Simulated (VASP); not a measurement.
# Cr (P6_3/mmc) in VASP: settings compared, part 2 of 2

VASP 6.6.1.

### Step 4. Single point, PBEsol, collinear spin, ferromagnetic start (volume scaled by 0.96)

The input, INCAR:

```
SYSTEM = Cr
PREC = Accurate
ENCUT = 520
EDIFF = 1E-6
ISMEAR = -1
SIGMA = 0.05
LREAL = .False.
LASPH = .True.
NELM = 150
ALGO = Fast
ISIF = 2
LWAVE = .False.
LCHARG = .False.
ISPIN = 2
MAGMOM = 3 3
LORBIT = 11
LMAXMIX = 4
GGA = PS
NBANDS = 23
```

The input, KPOINTS:

```
Automatic mesh
0
Gamma
  11 11 6
  0 0 0
```

The input, POSCAR:

```
Cr
1.0
    2.6773198279      0.0000000000      0.0000000000
   -1.3386599139      2.3186269850      0.0000000000
    0.0000000000      0.0000000000      4.3503980991
Cr
2
Direct
    0.6666666667      0.3333333333      0.7500000000
    0.3333333333      0.6666666667      0.2500000000
```

Potentials or basis: VASP PAW PBE potentials, release 64 (Cr_pv).

Started as:

```bash
> cat potpaw_PBE.64/Cr_pv/POTCAR > POTCAR
> mpirun -np 1 vasp_std > vasp.out
```

OUTCAR:

```text
SYSTEM = Cr
   PREC = Accurate
   ENCUT = 520
   EDIFF = 1E-6
   ISMEAR = -1
   LREAL = .False.
   LASPH = .True.
   NELM = 150
   ISIF = 2
   ISPIN = 2
   LORBIT = 11
   GGA = PS

 ion  position               nearest neighbor table
   1  0.667  0.333  0.750-   2 2.67   2 2.67   2 2.67   2 2.67   2 2.67   2 2.67
   2  0.333  0.667  0.250-   1 2.67   1 2.67   1 2.67   1 2.67   1 2.67   1 2.67

  LATTYP: Found a hexagonal cell.
 ALAT       =     2.6773198279
 C/A-ratio  =     1.6249078850

  Lattice vectors:

 A1 = (   2.6773198279,   0.0000000000,   0.0000000000)
 A2 = (  -1.3386599139,   2.3186269850,   0.0000000000)
 A3 = (   0.0000000000,   0.0000000000,   4.3503980991)

Analysis of symmetry for initial positions (statically):
=====================================================================
 Subroutine PRICEL returns:
 Original cell was already a primitive cell.

 Routine SETGRP: Setting up the symmetry group for a
 hexagonal supercell.

 Subroutine GETGRP returns: Found 24 space group operations
 (whereof 12 operations were pure point group operations)
 out of a pool of 24 trial point group operations.

The static configuration has the point symmetry D_3d.
 The point group associated with its full space group is D_6h.

Analysis of symmetry for dynamics (positions and initial velocities):
=====================================================================
 Subroutine PRICEL returns:
 Original cell was already a primitive cell.

 Routine SETGRP: Setting up the symmetry group for a
 hexagonal supercell.

 Subroutine GETGRP returns: Found 24 space group operations
 (whereof 12 operations were pure point group operations)
 out of a pool of 24 trial point group operations.

The dynamic configuration has the point symmetry D_3d.
 The point group associated with its full space group is D_6h.

Analysis of structural, dynamic, and magnetic symmetry:
=====================================================================
 Subroutine PRICEL returns:
 Original cell was already a primitive cell.
[... 146 lines left out ...]
   NGX =  9   NGY =  9   NGZ = 17

 number of electron      23.9999982 magnetization       1.3138631

 Free energy of the ion-electron system (eV)
  ---------------------------------------------------
  ext. energy  EPLUGINS =         0.00000000
  ---------------------------------------------------
  free energy    TOTEN  =       -19.12758915 eV

  energy without entropy =      -19.09040485  energy(sigma->0) =      -19.10899700

 E-fermi :   8.5951     XC(G=0): -12.9198

 val. band max:        8.5940708855   @ k =   0.3636   0.0909   0.3333
 cond. band min:       8.5961737644   @ k =   0.1818  -0.0000   0.0000
 fundamental gap:      0.0021028789
 Fermi energy:         8.5951045007

 spin component 1

 k-point     1 :       0.0000    0.0000    0.0000
  band No.  band energies     occupation
      1     -34.6218      1.00000
      2     -34.2014      1.00000
      3     -34.2014      1.00000
      4     -34.1253      1.00000
      5     -34.1253      1.00000
      6     -34.0580      1.00000
[... 613 lines left out ...]
     22      22.0750      0.00000
     23      23.9973      0.00000

 [... further k-points ...]

 spin component 2

 k-point     1 :       0.0000    0.0000    0.0000
  band No.  band energies     occupation
      1     -34.0536      1.00000
      2     -33.5863      1.00000
      3     -33.5863      1.00000
      4     -33.5094      1.00000
      5     -33.5094      1.00000
      6     -33.4817      1.00000
[... 613 lines left out ...]
     22      22.4157      0.00000
     23      24.3300      0.00000

 [... further k-points ...]
[... 5 lines left out ...]
  --------------------------------------------------------------------------------------
  -------------------------------------------------------------------------------------
  Total       -5.2102549     -5.2102549     -4.0793698     -0.0000000      0.0000000      0.0000000
  in kB     -309.1074101   -309.1074101   -242.0156857     -0.0000000      0.0000000      0.0000000
  external PRESSURE =    -286.7435019 kB  Pullay stress =       0.0000000 kB

 VOLUME and BASIS-vectors are now :
 -----------------------------------------------------------------------------
  energy-cutoff  :      520.00
  volume of cell :       27.01
      direct lattice vectors                 reciprocal lattice vectors
     2.677319828  0.000000000  0.000000000     0.373507860  0.215644864  0.000000000
    -1.338659914  2.318626985  0.000000000     0.000000000  0.431289727  0.000000000
     0.000000000  0.000000000  4.350398099     0.000000000  0.000000000  0.229864021

 POSITION                                       TOTAL-FORCE (eV/Angst)
 -----------------------------------------------------------------------------------
      1.33866      0.77288      3.26280         0.000000      0.000000      0.000000
     -0.00000      1.54575      1.08760        -0.000000     -0.000000      0.000000
 -----------------------------------------------------------------------------------
    total drift:                               -0.000000      0.000000     -0.000000

  FREE ENERGIE OF THE ION-ELECTRON SYSTEM (eV)
  ---------------------------------------------------
  free  energy   TOTEN  =       -19.1275891547 eV

  energy  without entropy=      -19.0904048450  energy(sigma->0) =      -19.10899700

 total charge

# of ion       s       p       d       tot
------------------------------------------
    1        0.388   6.300   4.088  10.776
    2        0.388   6.300   4.088  10.776
--------------------------------------------------
tot          0.776  12.600   8.176  21.552

 magnetization (x)

# of ion       s       p       d       tot
------------------------------------------
    1        0.001   0.019   0.588   0.608
    2        0.001   0.019   0.588   0.608
--------------------------------------------------
tot          0.002   0.039   1.176   1.217
```

stdout:

```text
POSCAR found type information on POSCAR Cr
 POSCAR found :  1 types and       2 ions
 scaLAPACK will be used
 -----------------------------------------------------------------------------
|                                                                             |
|                                                                             |
|     You enforced a specific xc type in the INCAR file but a different       |
|     I HOPE YOU KNOW WHAT YOU ARE DOING!                                     |
|                                                                             |
 -----------------------------------------------------------------------------

 LDA part: xc-table for (Slater+PW92), standard interpolation
 POSCAR, INCAR and KPOINTS ok, starting setup
 FFT: planning ... GRIDC
 FFT: planning ... GRID_SOFT
 FFT: planning ... GRID
 WAVECAR not read
 entering main loop
WARNING in EDDRMM: call to ZHEGV failed, returncode =   6  3     18
```

It took 54 s on 1 thread of Intel Xeon Platinum 8488C (Sapphire Rapids), shared host; peak memory 0.17 GiB.

Results:

```yaml
Free_energy: -19.1276 eV
Pressure: -28.7 GPa
Net_moment: 1.31 μB per cell
Site_moments: Cr +0.61 μB
Valence_electrons_inside_the_program's_atomic_spheres: Cr 10.78
```

Stress tensor (GPa, compression positive):
```
-30.91   0.00   0.00
  0.00 -30.91   0.00
  0.00   0.00 -24.20
```

Caveat: the PAW data sets were made with another functional, which shifts forces and pressure a little.

### Step 5. Single point, PBEsol, collinear spin, ferromagnetic start (volume scaled by 0.98)

The input, INCAR:

```
SYSTEM = Cr
PREC = Accurate ; ENCUT = 520
EDIFF = 1E-6 ; ISMEAR = -1
SIGMA = 0.05 ; LREAL = .FALSE.
LASPH = .TRUE. ; NELM = 150
ALGO = Normal ; ISIF = 2
LWAVE = .FALSE. ; LCHARG = .FALSE.
ISPIN = 2 ; MAGMOM = 3 3
LORBIT = 11 ; LMAXMIX = 4
GGA = PS ; NBANDS = 23
```

The input, KPOINTS:

```
regular mesh
0
G
  11 11 6
  0 0 0
```

The input, POSCAR:

```
Cr
1.0
    2.6957846861      0.0000000000      0.0000000000
   -1.3478923430      2.3346180213      0.0000000000
    0.0000000000      0.0000000000      4.3804017928
Cr
2
Direct
    0.6666666667      0.3333333333      0.7500000000
    0.3333333333      0.6666666667      0.2500000000
```

Started as:

```bash
> cat potpaw_PBE.64/Cr_pv/POTCAR > POTCAR
> mpirun -np 1 vasp_std > vasp.out
```

Run time: 49 s. Hardware: 1 thread of Intel Xeon Platinum 8488C (Sapphire Rapids), shared host; peak memory 0.18 GiB.

Results (log left out):

```
Free energy                                           : -19.0238 eV
Pressure                                              : -30.5 GPa
Net moment                                            : 1.53 μB per cell
Site moments                                          : Cr +0.71 μB
Valence electrons inside the program's atomic spheres : Cr 10.74
```

Stress tensor (GPa, compression positive):
```
-32.31   0.00   0.00
  0.00 -32.31   0.00
  0.00   0.00 -26.91
```

Levels at points of the mesh, in eV from the Fermi level:
Spin up:
```
           k point  band 11  band 12  band 13  band 14  band 15  band 16
(0.00, 0.00, 0.00)    -0.58    -0.24    -0.24     0.22     0.22     0.45
(0.00, 0.00, 0.50)    -0.68    -0.68    -0.68    -0.68     1.15     1.15
```
Spin down:
```csv
k point,band 7,band 8,band 9,band 10,band 11,band 12,band 13,band 14,band 15,band 16
"(0.00, 0.00, 0.00)",-6.91,-3.18,-0.04,0.02,0.02,0.41,0.41,0.71,0.92,0.92
"(0.00, 0.00, 0.50)",-4.91,-4.91,-0.61,-0.61,-0.04,-0.04,-0.04,-0.04,1.86,1.86
```

Caveat: the PAW data sets were made with another functional, which shifts forces and pressure a little.

### Step 6. The runs side by side

| level | cell | gap on the mesh (eV) | pressure (GPa) | moment (μB) |
| --- | --- | --- | --- | --- |
| PBEsol | a = 2.732, b = 2.732, c = 4.439 Å, angles 90.0, 90.0, 120.0°, 2 atoms | none | -33.5 | 1.86 |
| PBE | a = 2.714, b = 2.714, c = 4.410 Å, angles 90.0, 90.0, 120.0°, 2 atoms | none | -25.5 | 1.77 |
| PBEsol | a = 2.677, b = 2.677, c = 4.350 Å, angles 90.0, 90.0, 120.0°, 2 atoms | none | -28.7 | 1.31 |
| PBEsol | a = 2.696, b = 2.696, c = 4.380 Å, angles 90.0, 90.0, 120.0°, 2 atoms | none | -30.5 | 1.53 |

Alike in all rows: task single point; potentials or basis VASP PAW PBE potentials, release 64 (Cr_pv); spin collinear, ferromagnetic start; k mesh 11 × 11 × 6; cutoff (eV) 520; smearing fermi-dirac 0.05 eV.

Caveats: the PAW data sets were made with another functional, which shifts forces and pressure a little (some runs).

Total energies depend on the potentials used, so only differences within one code and one set of settings carry meaning.
